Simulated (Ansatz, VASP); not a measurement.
## Two plane-wave programs on W

The input INCAR:

```
SYSTEM = W
  PREC = Accurate
  ENCUT = 520
  EDIFF = 1E-6
  ISMEAR = -1
  SIGMA = 0.08
  LREAL = .False.
  LASPH = .True.
  NELM = 100
  ALGO = Normal
  ISIF = 2
  LWAVE = .False.
  LCHARG = .True.
  GGA = PE
  LELF = .True.
  LVHAR = .True.
  NBANDS = 58
```

Contents of KPOINTS:

```
regular mesh
0
Gamma
  11 11 1
  0 0 0
```

Contents of POSCAR:

```
W
1.0
    3.1834185694      0.0000000000      0.0000000000
    0.0000000000      3.1834185694      0.0000000000
    0.0000000000      0.0000000000     25.5503000000
W
7
Direct
    0.0000000000      0.0000000000      0.3192541729
    0.5000000000      0.5000000000      0.3745819726
    0.0000000000      0.0000000000      0.4382591146
    0.5000000000      0.5000000000      0.4999999999
    0.0000000000      0.0000000000      0.5617408847
    0.5000000000      0.5000000000      0.6254180276
    0.0000000000      0.0000000000      0.6807458277
```

Input for Ansatz:

```yaml
crystal:
  lattice:
    - [3.1834185694, 0.0, 0.0]
    - [0.0, 3.1834185694, 0.0]
    - [0.0, 0.0, 25.5503]
  atoms:
    - { symbol: W, position: [0.0, 0.0, 0.3192541729] }
    - { symbol: W, position: [0.5, 0.5, 0.3745819726] }
    - { symbol: W, position: [0.0, 0.0, 0.4382591146] }
    - { symbol: W, position: [0.5, 0.5, 0.4999999999] }
    - { symbol: W, position: [0.0, 0.0, 0.5617408847] }
    - { symbol: W, position: [0.5, 0.5, 0.6254180276] }
    - { symbol: W, position: [0.0, 0.0, 0.6807458277] }
kpoints:
  mp_grid: { grid: [11, 11, 1] }
scf:
  occupations: { method: fermi_dirac, width: 0.08 }
hamiltonian:
  xc: pbe
  pseudopotentials: { kind: paw }
output:
  forces: true
  stress: true
  eigenvalues: true
  core_levels: { shells: { W: ["4f"] }, counted_from: fermi_level, add_spin: false }
  write_density: true
  write_potential: true
  elf: true
  volumetric_format: npy
```

Alike in both runs: task single point; functional PBE; k mesh 11 × 11 × 1; occupations fermi-dirac, width 0.08 eV; no spin polarisation.

|  | VASP | Ansatz |
| --- | --- | --- |
| version | VASP 6.6.1 | Ansatz 0.2.0 |
| potentials or method | VASP PAW PBE potentials, release 64 (W_sv) | PAW with Ansatz's default frozen-core files, scalar-relativistic |
| plane-wave cutoff (eV) | 520 | 420 |
| valence electrons in the cell | 98 | 98 |

Ansatz gave:

* rms of the force components (eV/Å): 0.001

Question: What did VASP give for the same quantities?

Answer: rms of the force components (eV/Å): 0.014.

Atom by atom the forces differ by 0.014 eV/Å (rms over components). Ansatz's warnings: xc potential rough in thin density.

Spin-orbit coupling is off throughout.
